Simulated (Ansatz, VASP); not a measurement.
**TaSi5 in VASP and in Ansatz**

Contents of INCAR:

```
  PREC = Accurate
  ENCUT = 600
  EDIFF = 1E-6
  ISMEAR = 0
  SIGMA = 0.1
  LREAL = False
  LASPH = True
  NELM = 60
  ALGO = Normal
  ISIF = 3
  LWAVE = False
  LCHARG = False
  GGA = PE
  IBRION = 2
  NSW = 100
  EDIFFG = -0.01
```

Contents of KPOINTS:

```
Automatic mesh
0
Gamma
  12 12 8
```

The input POSCAR:

```
TaSi5
1.0
    4.4991565078      0.0000000000      0.0000000000
   -2.2495782539      3.8963838314      0.0000000000
    0.0000000000      0.0000000000      5.0785693805
Ta Si
1 5
Direct
    0.0000000000      0.0000000000      0.0000000000
    0.3333333333      0.6666666667      0.7511676296
    0.3333333333      0.6666666667      0.2488323704
    0.6666666667      0.3333333333      0.2488323704
    0.6666666667      0.3333333333      0.7511676296
    0.0000000000      0.0000000000      0.5000000000
```

Input for Ansatz:

```yaml
crystal:
  lattice:
    - [4.4991565078, 0.0, 0.0]
    - [-2.2495782539, 3.8963838314, 0.0]
    - [0.0, 0.0, 5.0785693805]
  atoms:
    - { symbol: Ta, position: [0.0, 0.0, 0.0] }
    - { symbol: Si, position: [0.3333333333, 0.6666666667, 0.7511676296] }
    - { symbol: Si, position: [0.3333333333, 0.6666666667, 0.2488323704] }
    - { symbol: Si, position: [0.6666666667, 0.3333333333, 0.2488323704] }
    - { symbol: Si, position: [0.6666666667, 0.3333333333, 0.7511676296] }
    - { symbol: Si, position: [0.0, 0.0, 0.5] }
basis:
  ecutwfc: 420
kpoints:
  mp_grid: { grid: [12, 12, 8] }
hamiltonian:
  xc: pbe
scf:
  occupations: { method: gaussian, width: 0.1 }
output:
  forces: true
  stress: true
  eigenvalues: true
  write_density: true
  write_potential: true
  elf: true
  volumetric_format: npy
relax:
  adjacent_minimum: "off"
  f_tol: 0.01
  max_steps: 80
  cell: { stress_tol: 0.05 }
```

Alike in both runs: task relaxation of cell and atoms; functional PBE; k mesh 12 × 12 × 8; occupations gaussian, width 0.1 eV; no spin polarisation.

```csv
,VASP,Ansatz
version,VASP 6.6.1,Ansatz 0.2.0
potentials or method,"VASP PAW PBE potentials, release 64 (Ta_pv, Si), cutoff 600 eV","scalar-relativistic, plane waves, PAW"
valence electrons in the cell,31,33
```

|  | VASP | Ansatz | Ansatz less VASP |
| --- | --- | --- | --- |
| gap on the k mesh at the Fermi level, each at its own relaxed structure (eV) | none | none | - |
| relaxed volume (Å³/atom) | 14.80 | 14.79 | -0.007 |
| relaxed length of the cell vector where the two differ most in proportion (Å) | 4.500 | 4.499 | -0.0013 |

A gap of «none» marks a metal or a gap that the smearing closes. VASP's potentials hold 31 valence electrons a cell and Ansatz's 33, so a difference there can come from the potentials and not from the codes.

Spin-orbit coupling is off throughout.
